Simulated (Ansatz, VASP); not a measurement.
**One calculation of InGa3AsP, two programs**

```xyz
6
Lattice="5.2310 0.0000 0.0000 0.0000 5.2310 0.0000 0.0000 0.0000 5.3553" Properties=species:S:1:pos:R:3 pbc="T T T"
In    2.6155    2.6155    2.6777
Ga    0.0000    2.6155    0.0000
Ga    2.6155    0.0000    0.0000
Ga    0.0000    0.0000    0.0000
P     0.0000    0.0000    2.6777
As    2.6155    2.6155    0.0000
```

Alike in both runs: functional PBE; k mesh 8 × 8 × 8; occupations gaussian, width 0.1 eV; no spin polarisation.

Ansatz relaxed the structure, and its values are those at the end. VASP's run is a single point on that final structure, the one shown.

|  | VASP | Ansatz |
| --- | --- | --- |
| version | VASP 6.6.1 | Ansatz 0.2.0 |
| potentials or method | VASP PAW PBE potentials, release 64 (In_d, Ga_d, P, As), cutoff 520 eV | scalar-relativistic, plane waves, PAW |
| valence electrons in the cell | 62 | 72 |

|  | VASP | Ansatz | Ansatz less VASP |
| --- | --- | --- | --- |
| gap on the k mesh at the Fermi level (eV) | none | none | - |
| pressure (GPa) | 0.1 | 0.0 | -0.08 |

A gap of «none» marks a metal or a gap that the smearing closes. VASP's potentials hold 62 valence electrons a cell and Ansatz's 72, so a difference there can come from the potentials and not from the codes.
